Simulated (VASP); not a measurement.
# AgRh (P-6m2) in VASP: notebook, part 2 of 2

VASP 6.6.1. Earlier steps stand in the parts before.

## Step 3: Single point, PBEsol

This run uses another cell than the first one, of 16.39 Å³/atom, 1.041 times its volume.

Contents of INCAR:

```
SYSTEM = AgRh
PREC = Accurate ; ENCUT = 520
EDIFF = 1E-6 ; ISMEAR = -1
SIGMA = 0.05 ; LREAL = .FALSE.
LASPH = .TRUE. ; NELM = 100
ALGO = Normal ; ISIF = 2
LWAVE = .FALSE. ; LCHARG = .FALSE.
GGA = PS ; NBANDS = 20
```

Contents of KPOINTS:

```
regular mesh
0
G
  11 11 6
  0 0 0
```

Contents of POSCAR:

```
AgRh
1.0
    2.7959833597      0.0000000000      0.0000000000
   -1.3979916799      2.4213926181      0.0000000000
    0.0000000000      0.0000000000      4.8404479744
Ag Rh
1 1
Direct
    0.0000000000      0.0000000000      0.5000000000
    0.6666666667      0.3333333333      0.0000000000
```

Potentials or basis: VASP PAW PBE potentials, release 64 (Ag, Rh_pv).

Started as:

```
> cat potpaw_PBE.64/Ag/POTCAR potpaw_PBE.64/Rh_pv/POTCAR > POTCAR
> mpirun -np 1 vasp_std > vasp.out
```

OUTCAR:

```text
SYSTEM = AgRh
   PREC = Accurate
   ENCUT = 520
   EDIFF = 1E-6
   ISMEAR = -1
   LREAL = .FALSE.
   LASPH = .TRUE.
   NELM = 100
   ISIF = 2
   GGA = PS

 ion  position               nearest neighbor table
   1  0.000  0.000  0.500-   2 2.91   2 2.91   2 2.91   2 2.91   2 2.91   2 2.91
   2  0.667  0.333  0.000-   1 2.91   1 2.91   1 2.91   1 2.91   1 2.91   1 2.91

  LATTYP: Found a hexagonal cell.
 ALAT       =     2.7959833597
 C/A-ratio  =     1.7312148721

  Lattice vectors:

 A1 = (   2.7959833597,   0.0000000000,   0.0000000000)
 A2 = (  -1.3979916799,   2.4213926181,   0.0000000000)
 A3 = (   0.0000000000,   0.0000000000,   4.8404479744)

Analysis of symmetry for initial positions (statically):
=====================================================================
 Subroutine PRICEL returns:
 Original cell was already a primitive cell.

 Routine SETGRP: Setting up the symmetry group for a
 hexagonal supercell.

 Subroutine GETGRP returns: Found 12 space group operations
 (whereof 12 operations were pure point group operations)
 out of a pool of 24 trial point group operations.

The static configuration has the point symmetry D_3h.

Analysis of symmetry for dynamics (positions and initial velocities):
=====================================================================
 Subroutine PRICEL returns:
 Original cell was already a primitive cell.

 Routine SETGRP: Setting up the symmetry group for a
 hexagonal supercell.

 Subroutine GETGRP returns: Found 12 space group operations
 (whereof 12 operations were pure point group operations)
 out of a pool of 24 trial point group operations.

The dynamic configuration has the point symmetry D_3h.

 Subroutine INISYM returns: Found 12 space group operations
 (whereof 12 operations are pure point group operations),
 and found     1 'primitive' translations

----------------------------------------------------------------------------------------

                                     Primitive cell

  volume of cell :      32.7707

  direct lattice vectors                    reciprocal lattice vectors
     2.795983360  0.000000000  0.000000000     0.357655920  0.206492742  0.000000000
    -1.397991680  2.421392618  0.000000000     0.000000000  0.412985483  0.000000000
     0.000000000  0.000000000  4.840447974     0.000000000  0.000000000  0.206592449

  length of vectors
     2.795983360  2.795983360  4.840447974     0.412985483  0.412985483  0.206592449

  position of ions in fractional coordinates (direct lattice)
     0.000000000  0.000000000  0.500000000
     0.666666667  0.333333333  0.000000000

  ion indices of the primitive-cell ions
   primitive index   ion index
                 1           1
                 2           2

----------------------------------------------------------------------------------------

 KPOINTS: regular mesh

Automatic generation of k-mesh.
 Grid dimensions read from file:
 generate k-points for:   11   11    6

 Generating k-lattice:

  Cartesian coordinates                     Fractional coordinates (reciprocal lattice)
     0.032514175  0.018772067  0.000000000     0.090909091  0.000000000  0.000000000
     0.000000000  0.037544135  0.000000000     0.000000000  0.090909091  0.000000000
     0.000000000  0.000000000  0.034432075     0.000000000  0.000000000  0.166666667

  Length of vectors
     0.037544135  0.037544135  0.034432075

  Shift w.r.t. Gamma in fractional coordinates (k-lattice)
     0.000000000  0.000000000  0.000000000

 Subroutine IBZKPT returns following result:
 ===========================================

 Found     64 irreducible k-points:

 Following reciprocal coordinates:
            Coordinates               Weight
  0.000000  0.000000  0.000000      1.000000
  0.090909  0.000000  0.000000      6.000000
  0.181818  0.000000  0.000000      6.000000
  0.272727  0.000000  0.000000      6.000000
  0.363636  0.000000  0.000000      6.000000
  0.454545  0.000000  0.000000      6.000000
[... 16 lines left out ...]
  0.090909  0.090909  0.166667     12.000000
  0.181818  0.090909  0.166667     24.000000
 [... further k-points ...]
   k-points           NKPTS =     64   k-points in BZ     NKDIM =     64   number of bands    NBANDS=     20
   number of dos      NEDOS =    301   number of ions     NIONS =      2
   total plane-waves  NPLWV =  20736
   dimension x,y,z NGX =    24 NGY =   24 NGZ =   36
   dimension x,y,z NGXF=    48 NGYF=   48 NGZF=   72
   ions per type =               1   1
   NGX,Y,Z   is equivalent  to a cutoff of  14.27, 14.27, 12.36 a.u.
   NGXF,Y,Z  is equivalent  to a cutoff of  28.54, 28.54, 24.73 a.u.
 SYSTEM =  AgRh
   PREC   = accura    normal or accurate (medium, high low for compatibility)
   ISTART =      0    job   : 0-new  1-cont  2-samecut
   ICHARG =      2    charge: 1-file 2-atom 10-const
   ISPIN  =      1    spin polarized calculation?
   LNONCOLLINEAR =      F non collinear calculations
   LSORBIT =      F    spin-orbit coupling
   LASPH  =      T    aspherical Exc in radial PAW
   ENCUT  =  520.0 eV  38.22 Ry    6.18 a.u.   5.20  5.20  9.00*2*pi/ulx,y,z
   NELM   =    100;   NELMIN=  2; NELMDL= -5     # of ELM steps
   EDIFF  = 0.1E-05   stopping-criterion for ELM
   LREAL  =      F    real-space projection
   EDIFFG = 0.1E-04   stopping-criterion for IOM
   NSW    =      0    number of steps for IOM
   IBRION =     -1    ionic relax: 0-MD 1-quasi-New 2-CG
   NFREE  =      0    steps in history (QN), initial steepest desc. (CG)
   ISIF   =      2    stress and relaxation
   ISYM   =      2    0-nonsym 1-usesym 2-fastsym
   POTIM  = 0.5000    time-step for ionic-motion
   TEBEG  =    0.0;   TEEND  =   0.0 temperature during run
   PSTRESS=    0.0 pullay stress
   NELECT =      26.0000    total number of electrons
   NUPDOWN=      -1.0000    fix difference up-down
   EMIN   =  10.00;   EMAX   =-10.00  energy-range for DOS
   EFERMI =   0.00;   METHOD = LEGACY
   ISMEAR =    -1;   SIGMA  =   0.05  broadening in eV -4-tet -1-fermi 0-gaus
   EFERMI_NEDOS =   21; number of points for ismear=-14 and -15
   IALGO  =     38    algorithm
   IMIX   =      4    mixing-type and parameters
     AMIX     =   0.40;   BMIX     =  1.00
     AMIX_MAG =   1.60;   BMIX_MAG =  1.00
  volume/ion in A,a.u.               =      16.39       110.57
  Fermi-wavevector in a.u.,A,eV,Ry     =   1.515552  2.863978 31.251191  2.296898
  Thomas-Fermi vector in A             =   2.625060
   LORBIT       =      0    0 simple, 1 ext, 2 COOP (PROOUT), +10 PAW based schemes
   GGA     = PS    functional components
   LHFCALC =     F    Hartree Fock is set to
   AEXX    =    0.0000 exact exchange contribution
   IVDW    =     0    specifies the selected vdW correction
   LEPSILON=     F    determine dielectric tensor
   LRPA    =     F    only Hartree local field effects (RPA)
 non-spin polarized calculation
  energy-cutoff  :      520.00
  volume of cell :       32.77
 maximum number of plane-waves:       898
 NGX is ok and might be reduce to    24
   NGX = 11   NGY = 11   NGZ = 19

 number of electron      25.9999999 magnetization

 Free energy of the ion-electron system (eV)
  ---------------------------------------------------
  ext. energy  EPLUGINS =         0.00000000
  ---------------------------------------------------
  free energy    TOTEN  =       -10.78409330 eV

  energy without entropy =      -10.75808791  energy(sigma->0) =      -10.77109061

 E-fermi :   8.3406     XC(G=0): -12.8680

 val. band max:        8.3203864668   @ k =   0.0909   0.0909   0.3333
 cond. band min:       8.3517813142   @ k =   0.2727   0.0000   0.0000
 fundamental gap:      0.0313948474
 Fermi energy:         8.3405736639

 k-point     1 :       0.0000    0.0000    0.0000
  band No.  band energies     occupation
      1     -37.2455      2.00000
      2     -37.2455      2.00000
      3     -37.2260      2.00000
      4       1.2723      2.00000
      5       2.7540      2.00000
      6       4.2078      2.00000
[... 12 lines left out ...]
     19      27.0454      0.00000
     20      29.3108      0.00000
[... 507 lines left out ...]
 k-point    24 :       0.1818    0.0909    0.1667
  band No.  band energies     occupation
      1     -37.4167      2.00000
      2     -37.2951      2.00000
      3     -37.2026      2.00000
      4       2.8869      2.00000
      5       3.4797      2.00000
      6       3.8850      2.00000
[... 12 lines left out ...]
     19      24.8883      0.00000
     20      26.0654      0.00000

 [... further k-points ...]

------------------------ aborting loop because EDIFF is reached ----------------------------------------

  FORCE on cell =-STRESS in cart. coord.  units (eV):
  Direction    XX          YY          ZZ          XY          YZ          ZX
  --------------------------------------------------------------------------------------
  -------------------------------------------------------------------------------------
  Total       -2.7211522     -2.7211522     -2.6477894      0.0000000      0.0000000     -0.0000000
  in kB     -133.0387236   -133.0387236   -129.4519730      0.0000000      0.0000000     -0.0000000
  external PRESSURE =    -131.8431401 kB  Pullay stress =       0.0000000 kB

 VOLUME and BASIS-vectors are now :
 -----------------------------------------------------------------------------
  energy-cutoff  :      520.00
  volume of cell :       32.77
      direct lattice vectors                 reciprocal lattice vectors
     2.795983360  0.000000000  0.000000000     0.357655920  0.206492742  0.000000000
    -1.397991680  2.421392618  0.000000000     0.000000000  0.412985483  0.000000000
     0.000000000  0.000000000  4.840447974     0.000000000  0.000000000  0.206592449

 POSITION                                       TOTAL-FORCE (eV/Angst)
 -----------------------------------------------------------------------------------
      0.00000      0.00000      2.42022         0.000000      0.000000      0.000000
      1.39799      0.80713      0.00000        -0.000000      0.000000      0.000000
 -----------------------------------------------------------------------------------
    total drift:                               -0.000000      0.000000      0.000000

  FREE ENERGIE OF THE ION-ELECTRON SYSTEM (eV)
  ---------------------------------------------------
  free  energy   TOTEN  =       -10.7840933038 eV

  energy  without entropy=      -10.7580879082  energy(sigma->0) =      -10.77109061
```

It took 27 s on 1 thread of AMD EPYC 7R13 (Zen 3), shared host; peak memory 0.15 GiB.

What came out:

* Free energy: -10.7841 eV
* Pressure: -13.2 GPa
* Band gap on the k mesh: zero (band 13 reaches 9.36 eV, above the bottom of band 14 at 8.10 eV)

Stress tensor (GPa, compression positive):
```
-13.30   0.00   0.00
  0.00 -13.30   0.00
  0.00   0.00 -12.95
```

Levels at points of the mesh, in eV from the Fermi level:
```csv
k point,band 10,band 11,band 12,band 13,band 14,band 15,band 16,band 17
"(0.00, 0.00, 0.00)",-2.99,-1.73,-1.73,0.14,0.14,0.18,5.18,16.58
"(0.00, 0.00, 0.50)",-3.07,-2.39,-1.54,-1.54,0.10,0.10,11.37,12.31
```

Caveat: the PAW data sets were made with another functional, which shifts forces and pressure a little.
